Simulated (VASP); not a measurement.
# PbSe (R-3m) in VASP: single point with PBEsol

Aim: the single point of PbSe with PBEsol.

Everything below comes from runs of VASP 6.6.1. Logs are shortened: lines on timing, memory, paths and dates and some standing lists are left out, and cuts for length are marked.

### Step 1. The cell of the first run

The structure is trigonal, space group R-3m (No. 166). The conventional cell has a = 4.266 Å, b = 4.266 Å, c = 10.926 Å, α = 90.00°, β = 90.00°, γ = 120.00°. Pb (site symmetry -3m) has 6 Se at 3.06 Å within 4.0 Å. Within 4.0 Å of Se (site symmetry -3m) lie 6 Pb at 3.06 Å.

### Step 2. Single point, PBEsol (equal xy, yz and zx shear strains of +3 %)

Input file INCAR:

```
ALGO = Normal
EDIFF = 1E-6
ENCUT = 500
GGA = PS
GGA_COMPAT = F
ISIF = 2
ISMEAR = -1
LASPH = T
LCHARG = F
LREAL = F
LWAVE = F
NBANDS = 17
NELM = 120
PREC = Accurate
SIGMA = 0.01
```

Input file KPOINTS:

```
k-points
0
Gamma
  9 9 9
```

Input file POSCAR:

```
PbSe
1.0
    0.0918645000      3.1080822500      3.1080822500
    3.1080822500      0.0918645000      3.1080822500
    3.1080822500      3.1080822500      0.0918645000
Pb Se
1 1
Direct
    0.0000000000      0.0000000000      0.0000000000
    0.5000000000      0.5000000000      0.5000000000
```

Potentials or basis: VASP PAW PBE potentials, release 64 (Pb_d, Se).

Launch:

```console
$ cat potpaw_PBE.64/Pb_d/POTCAR potpaw_PBE.64/Se/POTCAR > POTCAR
$ mpirun -np 1 vasp_std > vasp.out
```

OUTCAR:

```text
EDIFF = 1E-6
   ENCUT = 500
   GGA = PS
   ISIF = 2
   ISMEAR = -1
   LASPH = T
   LREAL = F
   NELM = 120
   PREC = Accurate

 ion  position               nearest neighbor table
   1  0.000  0.000  0.000-   2 3.06   2 3.06   2 3.06   2 3.06   2 3.06   2 3.06
   2  0.500  0.500  0.500-   1 3.06   1 3.06   1 3.06   1 3.06   1 3.06   1 3.06

  LATTYP: Found a trigonal (rhomboedric) cell.
 ALAT       =     4.3964519367
 COS(alpha) =     0.5293254421

  Lattice vectors:

 A1 = (   0.0918645000,   3.1080822500,   3.1080822500)
 A2 = (   3.1080822500,   0.0918645000,   3.1080822500)
 A3 = (   3.1080822500,   3.1080822500,   0.0918645000)

Analysis of symmetry for initial positions (statically):
=====================================================================
 Subroutine PRICEL returns:
 Original cell was already a primitive cell.

 Routine SETGRP: Setting up the symmetry group for a
 trigonal (rhombohedral) supercell.

 Subroutine GETGRP returns: Found 12 space group operations
 (whereof 12 operations were pure point group operations)
 out of a pool of 12 trial point group operations.

The static configuration has the point symmetry D_3d.

Analysis of symmetry for dynamics (positions and initial velocities):
=====================================================================
 Subroutine PRICEL returns:
 Original cell was already a primitive cell.

 Routine SETGRP: Setting up the symmetry group for a
 trigonal (rhombohedral) supercell.

 Subroutine GETGRP returns: Found 12 space group operations
 (whereof 12 operations were pure point group operations)
 out of a pool of 12 trial point group operations.

The dynamic configuration has the point symmetry D_3d.

 Subroutine INISYM returns: Found 12 space group operations
 (whereof 12 operations are pure point group operations),
 and found     1 'primitive' translations

----------------------------------------------------------------------------------------

                                     Primitive cell

  volume of cell :      57.3877

  direct lattice vectors                    reciprocal lattice vectors
     0.091864500  3.108082250  3.108082250    -0.168184659  0.163356391  0.163356391
     3.108082250  0.091864500  3.108082250     0.163356391 -0.168184659  0.163356391
     3.108082250  3.108082250  0.091864500     0.163356391  0.163356391 -0.168184659

  length of vectors
     4.396451937  4.396451937  4.396451937     0.285756366  0.285756366  0.285756366

  position of ions in fractional coordinates (direct lattice)
     0.000000000  0.000000000  0.000000000
     0.500000000  0.500000000  0.500000000

  ion indices of the primitive-cell ions
   primitive index   ion index
                 1           1
                 2           2

----------------------------------------------------------------------------------------

 KPOINTS: k-points

Automatic generation of k-mesh.
 Grid dimensions read from file:
 generate k-points for:    9    9    9

 Generating k-lattice:

  Cartesian coordinates                     Fractional coordinates (reciprocal lattice)
    -0.018687184  0.018150710  0.018150710     0.111111111  0.000000000  0.000000000
     0.018150710 -0.018687184  0.018150710     0.000000000  0.111111111  0.000000000
     0.018150710  0.018150710 -0.018687184     0.000000000  0.000000000  0.111111111

  Length of vectors
     0.031750707  0.031750707  0.031750707

  Shift w.r.t. Gamma in fractional coordinates (k-lattice)
     0.000000000  0.000000000  0.000000000

 Subroutine IBZKPT returns following result:
 ===========================================

 Found     85 irreducible k-points:

 Following reciprocal coordinates:
            Coordinates               Weight
  0.000000  0.000000  0.000000      1.000000
  0.111111  0.000000 -0.000000      6.000000
  0.222222  0.000000  0.000000      6.000000
  0.333333 -0.000000 -0.000000      6.000000
  0.444444  0.000000  0.000000      6.000000
  0.111111  0.111111  0.000000      6.000000
[... 16 lines left out ...]
 -0.333333  0.333333  0.000000      6.000000
  0.444444  0.444444  0.000000      6.000000
 [... further k-points ...]
   k-points           NKPTS =     85   k-points in BZ     NKDIM =     85   number of bands    NBANDS=     17
   number of dos      NEDOS =    301   number of ions     NIONS =      2
   total plane-waves  NPLWV =  32768
   dimension x,y,z NGX =    32 NGY =   32 NGZ =   32
   dimension x,y,z NGXF=    64 NGYF=   64 NGZF=   64
   ions per type =               1   1
   NGX,Y,Z   is equivalent  to a cutoff of  12.10, 12.10, 12.10 a.u.
   NGXF,Y,Z  is equivalent  to a cutoff of  24.20, 24.20, 24.20 a.u.
 SYSTEM =  unknown system
   PREC   = accura    normal or accurate (medium, high low for compatibility)
   ISTART =      0    job   : 0-new  1-cont  2-samecut
   ICHARG =      2    charge: 1-file 2-atom 10-const
   ISPIN  =      1    spin polarized calculation?
   LNONCOLLINEAR =      F non collinear calculations
   LSORBIT =      F    spin-orbit coupling
   LASPH  =      T    aspherical Exc in radial PAW
   ENCUT  =  500.0 eV  36.75 Ry    6.06 a.u.   8.02  8.02  8.02*2*pi/ulx,y,z
   NELM   =    120;   NELMIN=  2; NELMDL= -5     # of ELM steps
   EDIFF  = 0.1E-05   stopping-criterion for ELM
   LREAL  =      F    real-space projection
   EDIFFG = 0.1E-04   stopping-criterion for IOM
   NSW    =      0    number of steps for IOM
   IBRION =     -1    ionic relax: 0-MD 1-quasi-New 2-CG
   NFREE  =      0    steps in history (QN), initial steepest desc. (CG)
   ISIF   =      2    stress and relaxation
   ISYM   =      2    0-nonsym 1-usesym 2-fastsym
   POTIM  = 0.5000    time-step for ionic-motion
   TEBEG  =    0.0;   TEEND  =   0.0 temperature during run
   PSTRESS=    0.0 pullay stress
   NELECT =      20.0000    total number of electrons
   NUPDOWN=      -1.0000    fix difference up-down
   EMIN   =  10.00;   EMAX   =-10.00  energy-range for DOS
   EFERMI =   0.00;   METHOD = LEGACY
   ISMEAR =    -1;   SIGMA  =   0.01  broadening in eV -4-tet -1-fermi 0-gaus
   EFERMI_NEDOS =   21; number of points for ismear=-14 and -15
   IALGO  =     38    algorithm
   IMIX   =      4    mixing-type and parameters
     AMIX     =   0.40;   BMIX     =  1.00
     AMIX_MAG =   1.60;   BMIX_MAG =  1.00
  volume/ion in A,a.u.               =      28.69       193.64
  Fermi-wavevector in a.u.,A,eV,Ry     =   1.152069  2.177095 18.058508  1.327263
  Thomas-Fermi vector in A             =   2.288722
   LORBIT       =      0    0 simple, 1 ext, 2 COOP (PROOUT), +10 PAW based schemes
   GGA     = PS    functional components
   LHFCALC =     F    Hartree Fock is set to
   AEXX    =    0.0000 exact exchange contribution
   IVDW    =     0    specifies the selected vdW correction
   LEPSILON=     F    determine dielectric tensor
   LRPA    =     F    only Hartree local field effects (RPA)
 non-spin polarized calculation
  energy-cutoff  :      500.00
  volume of cell :       57.39
 maximum number of plane-waves:      1477
   NGX = 17   NGY = 17   NGZ = 17

 number of electron      20.0000006 magnetization

 Free energy of the ion-electron system (eV)
  ---------------------------------------------------
  ext. energy  EPLUGINS =         0.00000000
  ---------------------------------------------------
  free energy    TOTEN  =        -8.90804860 eV

  energy without entropy =       -8.90804860  energy(sigma->0) =       -8.90804860

 E-fermi :   5.0489     XC(G=0):  -9.7170

 val. band max:        4.8661524174   @ k =   0.4444   0.4444   0.4444
 cond. band min:       5.2493210240   @ k =   0.4444   0.0000   0.0000
 fundamental gap:      0.3831686066
 Fermi energy:         5.0488579933

 k-point     1 :       0.0000    0.0000    0.0000
  band No.  band energies     occupation
      1     -11.8569      2.00000
      2     -11.8569      2.00000
      3     -11.8466      2.00000
      4     -11.8402      2.00000
      5     -11.8402      2.00000
      6      -8.6950      2.00000
[... 9 lines left out ...]
     16      11.5534      0.00000
     17      12.9387      0.00000

 k-point     2 :       0.1111    0.0000   -0.0000
  band No.  band energies     occupation
      1     -11.8584      2.00000
      2     -11.8528      2.00000
      3     -11.8446      2.00000
      4     -11.8424      2.00000
      5     -11.8398      2.00000
      6      -8.5988      2.00000
[... 9 lines left out ...]
     16      11.8479      0.00000
     17      13.9185      0.00000

 k-point     3 :       0.2222    0.0000    0.0000
  band No.  band energies     occupation
      1     -11.8640      2.00000
      2     -11.8516      2.00000
      3     -11.8455      2.00000
      4     -11.8389      2.00000
      5     -11.8312      2.00000
      6      -8.3289      2.00000
[... 9 lines left out ...]
     16      12.5924      0.00000
     17      15.6137      0.00000

 k-point     4 :       0.3333   -0.0000   -0.0000
  band No.  band energies     occupation
      1     -11.8723      2.00000
      2     -11.8589      2.00000
      3     -11.8466      2.00000
      4     -11.8261      2.00000
      5     -11.8198      2.00000
      6      -7.9561      2.00000
[... 9 lines left out ...]
     16      13.7160      0.00000
     17      16.6310      0.00000
[... 343 lines left out ...]
      1     -11.9439      2.00000
      2     -11.8535      2.00000
      3     -11.8423      2.00000
      4     -11.8175      2.00000
      5     -11.8049      2.00000
      6      -7.2819      2.00000
[... 9 lines left out ...]
     16      15.4286      0.00000
     17      17.1095      0.00000

 k-point    23 :      -0.3333    0.3333    0.0000
  band No.  band energies     occupation
      1     -11.9213      2.00000
      2     -11.8531      2.00000
      3     -11.8404      2.00000
      4     -11.8270      2.00000
      5     -11.8101      2.00000
      6      -7.3075      2.00000
[... 9 lines left out ...]
     16      14.2222      0.00000
     17      16.4627      0.00000

 k-point    24 :       0.4444    0.4444    0.0000
  band No.  band energies     occupation
      1     -11.9721      2.00000
      2     -11.8676      2.00000
      3     -11.8280      2.00000
      4     -11.8071      2.00000
      5     -11.8010      2.00000
      6      -7.3031      2.00000
[... 9 lines left out ...]
     16      16.2307      0.00000
     17      17.1101      0.00000

 [... further k-points ...]

------------------------ aborting loop because EDIFF is reached ----------------------------------------

  FORCE on cell =-STRESS in cart. coord.  units (eV):
  Direction    XX          YY          ZZ          XY          YZ          ZX
  --------------------------------------------------------------------------------------
  -------------------------------------------------------------------------------------
  Total       -0.2119656     -0.2119656     -0.2119656     -0.2001910     -0.2001910     -0.2001910
  in kB       -5.9177549     -5.9177549     -5.9177549     -5.5890242     -5.5890242     -5.5890242
  external PRESSURE =      -5.9177549 kB  Pullay stress =       0.0000000 kB

 VOLUME and BASIS-vectors are now :
 -----------------------------------------------------------------------------
  energy-cutoff  :      500.00
  volume of cell :       57.39
      direct lattice vectors                 reciprocal lattice vectors
     0.091864500  3.108082250  3.108082250    -0.168184659  0.163356391  0.163356391
     3.108082250  0.091864500  3.108082250     0.163356391 -0.168184659  0.163356391
     3.108082250  3.108082250  0.091864500     0.163356391  0.163356391 -0.168184659

 POSITION                                       TOTAL-FORCE (eV/Angst)
 -----------------------------------------------------------------------------------
      0.00000      0.00000      0.00000        -0.000000      0.000000      0.000000
      3.15401      3.15401      3.15401         0.000000     -0.000000     -0.000000
 -----------------------------------------------------------------------------------
    total drift:                                0.000000     -0.000000     -0.000000

  FREE ENERGIE OF THE ION-ELECTRON SYSTEM (eV)
  ---------------------------------------------------
  free  energy   TOTEN  =        -8.9080485976 eV

  energy  without entropy=       -8.9080485976  energy(sigma->0) =       -8.90804860
```

Wall time 1.7 min (1 thread of Intel Xeon 8259CL, shared host); peak memory 0.23 GiB.

What came out:

```
Free energy            : -8.9080 eV
Pressure               : -0.6 GPa
Band gap on the k mesh : 0.38 eV (least direct gap 0.62 eV)
```

Caveat: the cell differs from its parent crystal (equal xy, yz and zx shear strains of +3 %); the PAW data sets were made with another functional, which shifts forces and pressure a little; spin-orbit coupling is left out, which moves the levels of the heavy elements; an odd mesh through Γ misses points on the zone boundary, where band edges can lie.
